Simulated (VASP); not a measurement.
# KC (R3m) in VASP: single point with PBE

Aim: the single point of KC with PBE.

Program: VASP 6.6.1. These are calculated values, not measurements. Logs are shortened: lines on timing, memory, paths and dates and some standing lists are left out, and cuts for length are marked.

## (1) The cell of the first run

The structure is trigonal, space group R3m (No. 160). Conventional cell: a = 5.736 Å, b = 5.736 Å, c = 25.695 Å, α = 90.00°, β = 90.00°, γ = 120.00°. Within 4.1 Å of K (site symmetry 3m) lie 3 C at 3.15 Å. K (site symmetry 3m) has 3 C at 2.85 Å and 3 K at 3.74 Å within 3.8 Å. K (site symmetry 3m) has 9 C at 3.00 to 4.15 Å and 6 K at 3.74 to 4.27 Å within 4.3 Å. Within 1.9 Å of C (site symmetry m) lie 2 C at 1.43 Å.

The cell was built from a structure type or drawn by symmetry, and may not be a known phase.

## (2) Single point, PBE

Contents of INCAR:

```
PREC = Accurate
ENCUT = 520
EDIFF = 1E-6
ISMEAR = 0
SIGMA = 0.1
LREAL = F
LASPH = T
NELM = 100
ALGO = Normal
ISIF = 2
LWAVE = F
LCHARG = F
GGA = PE
NBANDS = 28
```

Contents of KPOINTS:

```
Automatic mesh
0
Gamma
  6 6 6
```

Contents of POSCAR:

```
KC
1.0
    2.8678827580      1.6557728823      8.5648878963
   -2.8678827580      1.6557728823      8.5648878963
    0.0000000000     -3.3115457647      8.5648878963
K C
3 3
Direct
    0.8264443226      0.8264443226      0.8264443226
    0.3322269021      0.3322269021      0.3322269021
    0.5980106525      0.5980106525      0.5980106525
    0.0277916267      0.7781076492      0.0277916267
    0.0277916267      0.0277916267      0.7781076492
    0.7781076492      0.0277916267      0.0277916267
```

Potentials or basis: VASP PAW PBE potentials, release 64 (K_sv, C).

Run with:

```bash
cat potpaw_PBE.64/K_sv/POTCAR potpaw_PBE.64/C/POTCAR > POTCAR
mpirun -np 1 vasp_std > vasp.out
```

OUTCAR:

```text
PREC = Accurate
   ENCUT = 520
   EDIFF = 1E-6
   ISMEAR = 0
   LREAL = F
   LASPH = T
   NELM = 100
   ISIF = 2
   GGA = PE

 ion  position               nearest neighbor table
   1  0.826  0.826  0.826-
   2  0.332  0.332  0.332-   5 2.85   4 2.85   6 2.85   3 3.74   3 3.74   3 3.74
   3  0.598  0.598  0.598-   2 3.74   2 3.74   2 3.74
   4  0.028  0.778  0.028-   5 1.43   6 1.43   2 2.85
   5  0.028  0.028  0.778-   4 1.43   6 1.43   2 2.85
   6  0.778  0.028  0.028-   5 1.43   4 1.43   2 2.85

  LATTYP: Found a trigonal (rhomboedric) cell.
 ALAT       =     9.1827904271
 COS(alpha) =     0.8049241823

  Lattice vectors:

 A1 = (   2.8678827580,   1.6557728823,   8.5648878963)
 A2 = (  -2.8678827580,   1.6557728823,   8.5648878963)
 A3 = (   0.0000000000,  -3.3115457647,   8.5648878963)

Analysis of symmetry for initial positions (statically):
=====================================================================
 Subroutine PRICEL returns:
 Original cell was already a primitive cell.

 Routine SETGRP: Setting up the symmetry group for a
 trigonal (rhombohedral) supercell.

 Subroutine GETGRP returns: Found  6 space group operations
 (whereof  6 operations were pure point group operations)
 out of a pool of 12 trial point group operations.

The static configuration has the point symmetry C_3v.

Analysis of symmetry for dynamics (positions and initial velocities):
=====================================================================
 Subroutine PRICEL returns:
 Original cell was already a primitive cell.

 Routine SETGRP: Setting up the symmetry group for a
 trigonal (rhombohedral) supercell.

 Subroutine GETGRP returns: Found  6 space group operations
 (whereof  6 operations were pure point group operations)
 out of a pool of 12 trial point group operations.

The dynamic configuration has the point symmetry C_3v.

 Subroutine INISYM returns: Found  6 space group operations
 (whereof  6 operations are pure point group operations),
 and found     1 'primitive' translations

----------------------------------------------------------------------------------------

                                     Primitive cell

  volume of cell :     244.0254

  direct lattice vectors                    reciprocal lattice vectors
     2.867882758  1.655772882  8.564887896     0.174344645  0.100657927  0.038918587
    -2.867882758  1.655772882  8.564887896    -0.174344645  0.100657927  0.038918587
     0.000000000 -3.311545765  8.564887896     0.000000000 -0.201315855  0.038918587

  length of vectors
     9.182790427  9.182790427  9.182790427     0.205043239  0.205043239  0.205043239

  position of ions in fractional coordinates (direct lattice)
     0.826444323  0.826444323  0.826444323
     0.332226902  0.332226902  0.332226902
     0.598010653  0.598010653  0.598010653
     0.027791627  0.778107649  0.027791627
     0.027791627  0.027791627  0.778107649
     0.778107649  0.027791627  0.027791627

  ion indices of the primitive-cell ions
   primitive index   ion index
                 1           1
                 2           2
                 3           3
                 4           4
                 5           5
                 6           6

----------------------------------------------------------------------------------------

 KPOINTS: Automatic mesh

Automatic generation of k-mesh.
 Grid dimensions read from file:
 generate k-points for:    6    6    6

 Generating k-lattice:

  Cartesian coordinates                     Fractional coordinates (reciprocal lattice)
     0.029057441  0.016776321  0.006486431     0.166666667 -0.000000000  0.000000000
    -0.029057441  0.016776321  0.006486431    -0.000000000  0.166666667  0.000000000
     0.000000000 -0.033552642  0.006486431    -0.000000000 -0.000000000  0.166666667

  Length of vectors
     0.034173873  0.034173873  0.034173873

  Shift w.r.t. Gamma in fractional coordinates (k-lattice)
     0.000000000  0.000000000  0.000000000

 Subroutine IBZKPT returns following result:
 ===========================================

 Found     32 irreducible k-points:

 Following reciprocal coordinates:
            Coordinates               Weight
  0.000000  0.000000  0.000000      1.000000
  0.166667  0.000000  0.000000      6.000000
  0.333333  0.000000  0.000000      6.000000
  0.500000  0.000000  0.000000      3.000000
  0.166667  0.166667  0.000000      6.000000
  0.333333  0.166667  0.000000     12.000000
[... 16 lines left out ...]
  0.500000  0.500000  0.166667      6.000000
 -0.333333  0.500000  0.166667     12.000000
 [... further k-points ...]
   k-points           NKPTS =     32   k-points in BZ     NKDIM =     32   number of bands    NBANDS=     28
   number of dos      NEDOS =    301   number of ions     NIONS =      6
   total plane-waves  NPLWV = 343000
   dimension x,y,z NGX =    70 NGY =   70 NGZ =   70
   dimension x,y,z NGXF=   140 NGYF=  140 NGZF=  140
   ions per type =               3   3
   NGX,Y,Z   is equivalent  to a cutoff of  12.67, 12.67, 12.67 a.u.
   NGXF,Y,Z  is equivalent  to a cutoff of  25.35, 25.35, 25.35 a.u.
 SYSTEM =  unknown system
   PREC   = accura    normal or accurate (medium, high low for compatibility)
   ISTART =      0    job   : 0-new  1-cont  2-samecut
   ICHARG =      2    charge: 1-file 2-atom 10-const
   ISPIN  =      1    spin polarized calculation?
   LNONCOLLINEAR =      F non collinear calculations
   LSORBIT =      F    spin-orbit coupling
   LASPH  =      T    aspherical Exc in radial PAW
   ENCUT  =  520.0 eV  38.22 Ry    6.18 a.u.  17.07 17.07 17.07*2*pi/ulx,y,z
   NELM   =    100;   NELMIN=  2; NELMDL= -5     # of ELM steps
   EDIFF  = 0.1E-05   stopping-criterion for ELM
   LREAL  =      F    real-space projection
   EDIFFG = 0.1E-04   stopping-criterion for IOM
   NSW    =      0    number of steps for IOM
   IBRION =     -1    ionic relax: 0-MD 1-quasi-New 2-CG
   NFREE  =      0    steps in history (QN), initial steepest desc. (CG)
   ISIF   =      2    stress and relaxation
   ISYM   =      2    0-nonsym 1-usesym 2-fastsym
   POTIM  = 0.5000    time-step for ionic-motion
   TEBEG  =    0.0;   TEEND  =   0.0 temperature during run
   PSTRESS=    0.0 pullay stress
   NELECT =      39.0000    total number of electrons
   NUPDOWN=      -1.0000    fix difference up-down
   EMIN   =  10.00;   EMAX   =-10.00  energy-range for DOS
   EFERMI =   0.00;   METHOD = LEGACY
   ISMEAR =     0;   SIGMA  =   0.10  broadening in eV -4-tet -1-fermi 0-gaus
   EFERMI_NEDOS =   21; number of points for ismear=-14 and -15
   IALGO  =     38    algorithm
   IMIX   =      4    mixing-type and parameters
     AMIX     =   0.40;   BMIX     =  1.00
     AMIX_MAG =   1.60;   BMIX_MAG =  1.00
  volume/ion in A,a.u.               =      40.67       274.46
  Fermi-wavevector in a.u.,A,eV,Ry     =   0.888419  1.678869 10.738928  0.789289
  Thomas-Fermi vector in A             =   2.009847
   LORBIT       =      0    0 simple, 1 ext, 2 COOP (PROOUT), +10 PAW based schemes
   GGA     = PE    functional components
   LHFCALC =     F    Hartree Fock is set to
   AEXX    =    0.0000 exact exchange contribution
   IVDW    =     0    specifies the selected vdW correction
   LEPSILON=     F    determine dielectric tensor
   LRPA    =     F    only Hartree local field effects (RPA)
 non-spin polarized calculation
 Gauss-broadening in eV      SIGMA  =   0.10
  energy-cutoff  :      520.00
  volume of cell :      244.03
 maximum number of plane-waves:      6638
 NGX is ok and might be reduce to    70
   NGX = 35   NGY = 35   NGZ = 35

 number of electron      39.0000001 magnetization

 Free energy of the ion-electron system (eV)
  ---------------------------------------------------
  ext. energy  EPLUGINS =         0.00000000
  ---------------------------------------------------
  free energy    TOTEN  =       -26.56845724 eV

  energy without entropy =      -26.56253044  energy(sigma->0) =      -26.56549384

 E-fermi :   0.0018     XC(G=0):  -5.8800

 val. band max:       -0.0587482077   @ k =   0.3333   0.3333   0.0000
 cond. band min:       0.3450686200   @ k =  -0.3333   0.3333   0.1667
 fundamental gap:      0.4038168277
 Fermi energy:         0.0017729096

 k-point     1 :       0.0000    0.0000    0.0000
  band No.  band energies     occupation
      1     -32.3132      2.00000
      2     -30.9903      2.00000
      3     -30.8091      2.00000
      4     -17.7908      2.00000
      5     -15.8018      2.00000
      6     -15.8018      2.00000
[... 20 lines left out ...]
     27       4.3069      0.00000
     28       4.3069      0.00000

 k-point     2 :       0.1667    0.0000    0.0000
  band No.  band energies     occupation
      1     -32.3132      2.00000
      2     -30.9898      2.00000
      3     -30.8095      2.00000
      4     -17.7955      2.00000
      5     -15.8031      2.00000
      6     -15.8021      2.00000
[... 20 lines left out ...]
     27       4.1146      0.00000
     28       4.2600      0.00000

 k-point     3 :       0.3333    0.0000    0.0000
  band No.  band energies     occupation
      1     -32.3131      2.00000
      2     -30.9889      2.00000
      3     -30.8102      2.00000
      4     -17.8050      2.00000
      5     -15.8057      2.00000
      6     -15.8028      2.00000
[... 20 lines left out ...]
     27       3.8383      0.00000
     28       4.4215      0.00000

 k-point     4 :       0.5000    0.0000    0.0000
  band No.  band energies     occupation
      1     -32.3131      2.00000
      2     -30.9884      2.00000
      3     -30.8106      2.00000
      4     -17.8098      2.00000
      5     -15.8070      2.00000
      6     -15.8032      2.00000
[... 20 lines left out ...]
     27       3.8688      0.00000
     28       4.1147      0.00000

 k-point     5 :       0.1667    0.1667    0.0000
  band No.  band energies     occupation
      1     -32.3132      2.00000
      2     -30.9898      2.00000
      3     -30.8095      2.00000
      4     -17.7955      2.00000
      5     -15.8031      2.00000
      6     -15.8021      2.00000
[... 20 lines left out ...]
     27       4.2426      0.00000
     28       4.2585      0.00000

 k-point     6 :       0.3333    0.1667    0.0000
  band No.  band energies     occupation
      1     -32.3131      2.00000
      2     -30.9891      2.00000
      3     -30.8101      2.00000
      4     -17.8027      2.00000
      5     -15.8048      2.00000
      6     -15.8029      2.00000
[... 463 lines left out ...]
      5     -15.8064      2.00000
      6     -15.8038      2.00000
[... 20 lines left out ...]
     27       4.0922      0.00000
     28       4.5921      0.00000

 k-point    22 :      -0.1667    0.3333    0.1667
  band No.  band energies     occupation
      1     -32.3131      2.00000
      2     -30.9884      2.00000
      3     -30.8106      2.00000
      4     -17.8098      2.00000
      5     -15.8064      2.00000
      6     -15.8038      2.00000
[... 20 lines left out ...]
     27       3.8989      0.00000
     28       4.5925      0.00000

 k-point    23 :       0.5000    0.5000    0.1667
  band No.  band energies     occupation
      1     -32.3131      2.00000
      2     -30.9889      2.00000
      3     -30.8102      2.00000
      4     -17.8051      2.00000
      5     -15.8057      2.00000
      6     -15.8028      2.00000
[... 20 lines left out ...]
     27       4.1463      0.00000
     28       4.5400      0.00000

 k-point    24 :      -0.3333    0.5000    0.1667
  band No.  band energies     occupation
      1     -32.3131      2.00000
      2     -30.9884      2.00000
      3     -30.8106      2.00000
      4     -17.8098      2.00000
      5     -15.8064      2.00000
      6     -15.8038      2.00000
[... 20 lines left out ...]
     27       4.2122      0.00000
     28       4.5648      0.00000

 [... further k-points ...]

------------------------ aborting loop because EDIFF is reached ----------------------------------------

  FORCE on cell =-STRESS in cart. coord.  units (eV):
  Direction    XX          YY          ZZ          XY          YZ          ZX
  --------------------------------------------------------------------------------------
  -------------------------------------------------------------------------------------
  Total        0.2306699      0.2306699      0.0126948      0.0000000     -0.0000000      0.0000000
  in kB        1.5144898      1.5144898      0.0833491      0.0000000     -0.0000000      0.0000000
  external PRESSURE =       1.0374429 kB  Pullay stress =       0.0000000 kB

 VOLUME and BASIS-vectors are now :
 -----------------------------------------------------------------------------
  energy-cutoff  :      520.00
  volume of cell :      244.03
      direct lattice vectors                 reciprocal lattice vectors
     2.867882758  1.655772882  8.564887896     0.174344645  0.100657927  0.038918587
    -2.867882758  1.655772882  8.564887896    -0.174344645  0.100657927  0.038918587
     0.000000000 -3.311545765  8.564887896     0.000000000 -0.201315855  0.038918587

 POSITION                                       TOTAL-FORCE (eV/Angst)
 -----------------------------------------------------------------------------------
      0.00000     -0.00000     21.23521         0.000000      0.000000     -0.004382
      0.00000     -0.00000      8.53646         0.000000     -0.000000      0.010336
      0.00000     -0.00000     15.36568         0.000000      0.000000     -0.004051
     -2.15182      1.24235      7.14047         0.136601     -0.078867     -0.000634
      0.00000     -2.48471      7.14047         0.000000      0.157733     -0.000634
      2.15182      1.24235      7.14047        -0.136601     -0.078867     -0.000634
 -----------------------------------------------------------------------------------
    total drift:                               -0.000000      0.000000     -0.001628

  FREE ENERGIE OF THE ION-ELECTRON SYSTEM (eV)
  ---------------------------------------------------
  free  energy   TOTEN  =       -26.5684572364 eV

  energy  without entropy=      -26.5625304440  energy(sigma->0) =      -26.56549384
```

Run time: 14 min. Hardware: 1 thread of Oxide Virtual Turin-like, shared host; peak memory 0.68 GiB.

What came out:

```yaml
Free_energy: -26.5685 eV
Pressure: 0.1 GPa
Largest_force: 0.158 eV/Å
Band_gap_on_the_k_mesh: zero (an odd number of electrons rules out a gap without spin polarisation)
```

Forces on the atoms (eV/Å):
```
K    0.000  0.000 -0.004
K    0.000  0.000  0.010
K    0.000  0.000 -0.004
C    0.137 -0.079 -0.001
C    0.000  0.158 -0.001
C   -0.137 -0.079 -0.001
```

Stress tensor (GPa, compression positive):
```
0.15 0.00 0.00
0.00 0.15 0.00
0.00 0.00 0.01
```

Levels at points of the mesh, in eV from the Fermi level:
```tsv
k point	band 16	band 17	band 18	band 19	band 20	band 21	band 22	band 23	band 24	band 25
(0.00, 0.00, 0.00)	-5.04	-3.88	-1.08	-1.08	-0.69	1.38	1.97	1.97	3.51	3.51
(0.50, 0.00, 0.00)	-5.00	-3.35	-1.39	-0.97	0.51	0.76	1.40	1.87	2.30	3.24
(0.50, 0.50, 0.00)	-5.00	-3.35	-1.39	-0.97	0.52	0.83	1.49	1.87	2.04	3.19
(0.50, 0.50, 0.50)	-5.05	-3.86	-1.08	-1.08	-0.68	1.29	1.95	1.95	3.52	3.52
```
